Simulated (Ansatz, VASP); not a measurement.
Au: VASP beside Ansatz

```xyz
1
Lattice="0.0000 2.0790 2.0790 2.0790 0.0000 2.0790 2.0790 2.0790 0.0000" Properties=species:S:1:pos:R:3 pbc="T T T"
Au    0.0000    0.0000    0.0000
```

Alike in both runs: functional PBE; k mesh 18 × 18 × 18; occupations gaussian, width 0.1 eV; no spin polarisation.

Ansatz relaxed the structure, and its values are those at the end. VASP's run is a single point on that final structure, the one shown.

```csv
,VASP,Ansatz
version,VASP 6.6.1,Ansatz 0.2.0
potentials or method,"VASP PAW PBE potentials, release 64 (Au), cutoff 520 eV","scalar-relativistic, plane waves, PAW"
valence electrons in the cell,11,19
```

```tsv
	VASP	Ansatz	Ansatz less VASP
gap on the k mesh at the Fermi level (eV)	none	none	-
pressure (GPa)	-0.2	0.0	+0.24
```

A gap of «none» marks a metal or a gap that the smearing closes. VASP's potentials hold 11 valence electrons a cell and Ansatz's 19, so a difference there can come from the potentials and not from the codes.

Neither program's run includes spin-orbit coupling.
